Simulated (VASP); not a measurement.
Here is a VASP 6.6.1 calculation.

File INCAR:

```
PREC = Accurate
ENCUT = 600
EDIFF = 1E-6
ISMEAR = 0
SIGMA = 0.05
LREAL = F
LASPH = T
NELM = 120
ALGO = Normal
ISIF = 2
LWAVE = F
LCHARG = T
GGA = CA
LELF = T
LVHAR = T
NBANDS = 17
GGA_COMPAT = F
```

File KPOINTS:

```
Automatic mesh
0
Gamma
  6 6 6
```

File POSCAR:

```
SnO
1.0
    0.0000000000      2.6732425505      2.6732425505
    2.6732425505      0.0000000000      2.6732425505
    2.6732425505      2.6732425505      0.0000000000
Sn O
1 1
Direct
    0.0000000000      0.0000000000      0.0000000000
    0.2500000000      0.2500000000      0.2500000000
```

Potentials or basis: VASP PAW LDA potentials, release 64 (Sn_d, O).

The run is started by

```bash
$ cat potpaw_LDA.64/Sn_d/POTCAR potpaw_LDA.64/O/POTCAR > POTCAR
$ mpirun -np 1 vasp_std > vasp.out
```

Task: Predict the band gap on the k mesh.

Result: Zero (band 10 reaches 6.31 eV, above the bottom of band 11 at 6.15 eV).

Task: Predict the pressure.

Result: -0.5 GPa.

Caveat: spin-orbit coupling is left out, which moves the levels of the heavy elements.
